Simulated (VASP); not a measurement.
# SiB6 in VASP: further runs, part 2 of 2

VASP 6.6.1. Earlier steps stand in the parts before.

## Step 3: Single point, PBE

Contents of INCAR:

```
ALGO = Normal
EDIFF = 1E-7
ENCUT = 520
GGA = PE
ISIF = 2
ISMEAR = 0
LASPH = T
LCHARG = F
LREAL = F
LWAVE = F
NBANDS = 20
NELM = 80
PREC = Accurate
SIGMA = 0.2
```

Contents of KPOINTS:

```
k-points
0
Gamma
  6 6 6
```

Contents of POSCAR:

```
SiB6
1.0
    4.1982224124     -0.0608781314      0.0620846214
   -0.0657324320      4.1978537124     -0.0654011718
    0.0628030692     -0.0612604018      4.1982770036
Si B
1 6
Direct
   -0.1298905103      0.1299050315      0.8702708759
    0.8216170469      0.4880892360      0.5119234833
    0.2255119340      0.4704860806      0.5293802863
    0.5294953617      0.7745012933      0.5294693826
    0.5118700097      0.1784028183      0.5118943506
    0.5119513697      0.4881673844      0.8215838082
    0.5294447884      0.4704481557      0.2254778130
```

Potentials or basis: VASP PAW PBE potentials, release 64 (Si, B).

The run is started by

```
> cat potpaw_PBE.64/Si/POTCAR potpaw_PBE.64/B/POTCAR > POTCAR
> mpirun -np 1 vasp_std > vasp.out
```

OUTCAR:

```text
EDIFF = 1E-7
   ENCUT = 520
   GGA = PE
   ISIF = 2
   ISMEAR = 0
   LASPH = T
   LREAL = F
   NELM = 80
   PREC = Accurate

 ion  position               nearest neighbor table
   1  0.870  0.130  0.870-   6 2.18   5 2.18   2 2.18   7 2.49   4 2.49   3 2.49
   2  0.822  0.488  0.512-   3 1.70   7 1.74   4 1.74   5 1.81   6 1.81   1 2.18
   3  0.226  0.470  0.529-   2 1.70   5 1.74   6 1.74   7 1.78   4 1.78   1 2.49
   4  0.529  0.775  0.529-   5 1.70   6 1.74   2 1.74   3 1.78   7 1.78   1 2.49
   5  0.512  0.178  0.512-   4 1.70   3 1.74   7 1.74   2 1.81   6 1.81   1 2.18
   6  0.512  0.488  0.822-   7 1.70   4 1.74   3 1.74   5 1.81   2 1.81   1 2.18
[... 765 lines left out ...]
  Total       -0.0206175     -0.0142450     -0.0272616      0.0123745      0.0096030     -0.0089798
  in kB       -0.4467593     -0.3086737     -0.5907288      0.2681414      0.2080875     -0.1945822
  external PRESSURE =      -0.4487206 kB  Pullay stress =       0.0000000 kB

 VOLUME and BASIS-vectors are now :
 -----------------------------------------------------------------------------
  energy-cutoff  :      520.00
  volume of cell :       73.94
      direct lattice vectors                 reciprocal lattice vectors
     4.198222412 -0.060878131  0.062084621     0.238301292  0.003676757 -0.003511158
    -0.065732432  4.197853712 -0.065401172     0.003405241  0.238323679  0.003426631
     0.062803069 -0.061260402  4.198277004    -0.003470981  0.003658257  0.238298258

 POSITION                                       TOTAL-FORCE (eV/Angst)
 -----------------------------------------------------------------------------------
      3.69903      0.43904      3.69916        -0.011996      0.011850     -0.013216
      3.44940      1.96755      2.16828         0.026361     -0.003206      0.003846
      0.94907      1.92887      2.20572        -0.027899     -0.000594      0.004121
      2.20528      3.18657      2.20508         0.002371      0.027359      0.001900
      2.16937      0.68639      2.16919         0.004626     -0.029378      0.003629
      2.16880      1.96776      3.44909         0.003248     -0.007327      0.025708
      2.20596      1.92883      0.94872         0.003289      0.001296     -0.025988
 -----------------------------------------------------------------------------------
    total drift:                                0.000108     -0.000110      0.000109

  FREE ENERGIE OF THE ION-ELECTRON SYSTEM (eV)
  ---------------------------------------------------
  free  energy   TOTEN  =       -43.5336337977 eV

  energy  without entropy=      -43.5262009517  energy(sigma->0) =      -43.52991737
```

stdout:

```text
POSCAR found type information on POSCAR SiB
 POSCAR found :  2 types and       7 ions
 scaLAPACK will be used
 LDA part: xc-table for (Slater+PW92), standard interpolation
 POSCAR, INCAR and KPOINTS ok, starting setup
 FFT: planning ... GRIDC
 FFT: planning ... GRID_SOFT
 FFT: planning ... GRID
 WAVECAR not read
 entering main loop
```

It took 46 s on 1 thread of Intel Xeon 6975P-C (Granite Rapids), shared host; peak memory 0.25 GiB.

Results:

* Free energy: -43.5336 eV
* Pressure: 0.0 GPa
* Largest force: 0.030 eV/Å

Forces in eV/Å, atoms in the order of the input:
```
Si  -0.012  0.012 -0.013
B    0.026 -0.003  0.004
B   -0.028 -0.001  0.004
B    0.002  0.027  0.002
B    0.005 -0.029  0.004
B    0.003 -0.007  0.026
B    0.003  0.001 -0.026
```

Levels at points of the mesh, in eV from the Fermi level:
```tsv
k point	band 8	band 9	band 10	band 11	band 12	band 13	band 14	band 15
(0.00, 0.00, 0.00)	-1.66	-0.60	-0.17	-0.17	1.47	1.47	3.18	4.36
(0.50, 0.00, 0.00)	-2.35	-2.25	-1.61	-0.12	-0.09	3.24	4.04	4.70
(0.00, 0.00, 0.50)	-2.35	-2.26	-1.61	-0.12	-0.09	3.24	4.04	4.70
(0.00, 0.50, 0.00)	-2.35	-2.25	-1.61	-0.12	-0.09	3.24	4.03	4.70
(0.50, 0.50, 0.00)	-2.56	-1.75	-1.62	-1.06	1.79	2.07	4.57	5.72
(0.00, 0.50, 0.50)	-2.56	-1.75	-1.62	-1.06	1.80	2.07	4.57	5.72
(0.50, 0.00, 0.50)	-2.56	-1.75	-1.62	-1.06	1.80	2.07	4.57	5.72
(0.50, 0.50, 0.50)	-1.84	-1.43	-1.43	-0.76	4.81	4.82	4.83	7.06
```

## Step 4: Relaxation of cell and atoms, PBE

Contents of INCAR:

```
SYSTEM = SiB6
PREC = Accurate
ENCUT = 600
EDIFF = 1E-7
ISMEAR = 0
SIGMA = 0.1
LREAL = .False.
LASPH = .True.
NELM = 80
ALGO = Normal
ISIF = 3
LWAVE = .False.
LCHARG = .False.
GGA = PE
IBRION = 2
NSW = 100
EDIFFG = -0.01
```

Contents of KPOINTS:

```
regular mesh
0
Gamma
  6 6 6
  0 0 0
```

Contents of POSCAR:

```
SiB6
1.0
    2.9240779531      1.6882171934      2.4965618763
   -2.9240779531      1.6882171934      2.4965618763
    0.0000000000     -3.3764343867      2.4965618763
Si B
1 6
Direct
    0.1298905103      0.1298905103      0.1298905103
    0.4881563088      0.4881563088      0.1783829531
    0.4706263296      0.4706263296      0.7744880660
    0.7744880660      0.4706263296      0.4706263296
    0.1783829531      0.4881563088      0.4881563088
    0.4881563088      0.1783829531      0.4881563088
    0.4706263296      0.7744880660      0.4706263296
```

Potentials or basis: VASP PAW PBE potentials, release 64 (Si, B).

The run is started by

```
> cat potpaw_PBE.64/Si/POTCAR potpaw_PBE.64/B/POTCAR > POTCAR
> mpirun -np 1 vasp_std > vasp.out
```

OUTCAR:

```text
SYSTEM = SiB6
   PREC = Accurate
   ENCUT = 600
   EDIFF = 1E-7
   ISMEAR = 0
   LREAL = .False.
   LASPH = .True.
   NELM = 80
   ISIF = 3
   GGA = PE
   IBRION = 2
   NSW = 100
   EDIFFG = -0.01

 ion  position               nearest neighbor table
   1  0.130  0.130  0.130-   5 2.18   6 2.18   2 2.18   4 2.49   7 2.49   3 2.49
   2  0.488  0.488  0.178-   3 1.70   4 1.74   7 1.74   6 1.81   5 1.81   1 2.18
   3  0.471  0.471  0.774-   2 1.70   5 1.74   6 1.74   4 1.78   7 1.78   1 2.49
   4  0.774  0.471  0.471-   5 1.70   2 1.74   6 1.74   7 1.78   3 1.78   1 2.49
   5  0.178  0.488  0.488-   4 1.70   3 1.74   7 1.74   6 1.81   2 1.81   1 2.18
   6  0.488  0.178  0.488-   7 1.70   3 1.74   4 1.74   5 1.81   2 1.81   1 2.18
   7  0.471  0.774  0.471-   6 1.70   2 1.74   5 1.74   4 1.78   3 1.78   1 2.49

  LATTYP: Found a trigonal (rhomboedric) cell.
 ALAT       =     4.1991821073
 COS(alpha) =     0.0302082845

  Lattice vectors:

 A1 = (   2.9240779531,   1.6882171934,   2.4965618763)
 A2 = (  -2.9240779531,   1.6882171934,   2.4965618763)
 A3 = (   0.0000000000,  -3.3764343867,   2.4965618763)

Analysis of symmetry for initial positions (statically):
=====================================================================
 Subroutine PRICEL returns:
 Original cell was already a primitive cell.

 Routine SETGRP: Setting up the symmetry group for a
 trigonal (rhombohedral) supercell.

[... 258 lines left out ...]
--------------------------------------- Ionic step        3  -------------------------------------------

 number of electron      22.0000000 magnetization

 Free energy of the ion-electron system (eV)
  ---------------------------------------------------
  ext. energy  EPLUGINS =         0.00000000
  ---------------------------------------------------
  free energy    TOTEN  =       -43.53581904 eV

  energy without entropy =      -43.53303584  energy(sigma->0) =      -43.53442744

 E-fermi :   3.8998     XC(G=0): -10.1105

 val. band max:        3.8753201525   @ k =   0.5000  -0.0000   0.0000
 cond. band min:       4.1903758737   @ k =   0.3333   0.0000   0.0000
 fundamental gap:      0.3150557211
 Fermi energy:         3.8997911491

 k-point     1 :       0.0000    0.0000    0.0000
  band No.  band energies     occupation
      1     -10.6720      2.00000
      2      -4.9939      2.00000
      3      -2.6755      2.00000
      4      -2.6755      2.00000
      5      -2.4994      2.00000
      6      -1.6238      2.00000
      7      -1.6238      2.00000
      8       2.3070      2.00000
      9       3.3689      2.00000
     10       3.7939      1.86578
     11       3.7939      1.86578
     12       5.4248      0.00000
     13       5.4248      0.00000
     14       7.1358      0.00000
[... 401 lines left out ...]
      2      -6.2498      2.00000
      3      -4.6992      2.00000
      4      -3.4023      2.00000
      5      -1.5262      2.00000
      6      -0.1699      2.00000
      7       0.2825      2.00000
      8       1.1313      2.00000
      9       1.7656      2.00000
     10       2.4791      2.00000
     11       3.3109      2.00000
     12       6.1850      0.00000
     13       6.7772      0.00000
     14       8.6670      0.00000
     15       9.3904      0.00000

 [... further k-points ...]
[... 5 lines left out ...]
  --------------------------------------------------------------------------------------
  -------------------------------------------------------------------------------------
  Total       -0.0167599     -0.0167599     -0.0215682      0.0000000     -0.0000000      0.0000000
  in kB       -0.3632519     -0.3632519     -0.4674677      0.0000000     -0.0000000      0.0000000
  external PRESSURE =      -0.3979905 kB  Pullay stress =       0.0000000 kB
[... 22 lines left out ...]
  FREE ENERGIE OF THE ION-ELECTRON SYSTEM (eV)
  ---------------------------------------------------
  free  energy   TOTEN  =       -43.5358190374 eV

  energy  without entropy=      -43.5330358439  energy(sigma->0) =      -43.53442744

 reached required accuracy - stopping structural energy minimisation
```

Run time: 32 s. Hardware: 1 thread of Intel Xeon 6975P-C (Granite Rapids), shared host; peak memory 0.21 GiB.

Results:

```
Free energy                            : -43.5358 eV
Relaxed volume                         : 10.56 Å³/atom
Relaxed cell                           : a = 4.199 Å, b = 4.199 Å, c = 4.199 Å, α = 88.27°, β = 88.27°, γ = 88.27°
Space group after relaxing (to 0.05 Å) : R3m (No. 160)
Energy gained by relaxing              : 0.0 meV/atom
Ionic steps                            : 3
Pressure after relaxing                : 0.0 GPa
Largest force after relaxing           : 0.008 eV/Å
```

Forces on the atoms (eV/Å):
```
Si   0.000  0.000  0.008
B    0.000 -0.004  0.004
B    0.000  0.000 -0.007
B    0.000  0.000 -0.007
B    0.004  0.002  0.004
B   -0.004  0.002  0.004
B    0.000  0.000 -0.007
```

Final structure:
```
Si B
1.0
     2.92391    1.68812    2.49605
    -2.92391    1.68812    2.49605
     0.00000   -3.37625    2.49605
Si B
1 6
Direct
  0.12995 0.12995 0.12995
  0.48814 0.48814 0.17829
  0.47058 0.47058 0.77464
  0.77464 0.47058 0.47058
  0.17829 0.48814 0.48814
  0.48814 0.17829 0.48814
  0.47058 0.77464 0.47058
```

## Step 5: Summary

| task | cell | cutoff (eV) | smearing | pressure (GPa) | largest force (eV/Å) |
| --- | --- | --- | --- | --- | --- |
| single point | a = 4.199 Å, angles 88.3°, 7 atoms | 520 | gaussian 0.1 eV | 0.0 | 0.02 |
| single point | a = 4.199 Å, angles 91.7, 88.3, 91.7°, 7 atoms | 520 | gaussian 0.2 eV | 0.0 | 0.03 |
| relaxation of cell and atoms | relaxed from a = 4.199 Å, angles 88.3°, 7 atoms | 600 | gaussian 0.1 eV | 0.0 | 0.01 |

Alike in all rows: level PBE; potentials or basis VASP PAW PBE potentials, release 64 (Si, B); no spin polarisation; k mesh 6 × 6 × 6.

Total energies depend on the potentials used, so only differences within one code and one set of settings carry meaning.
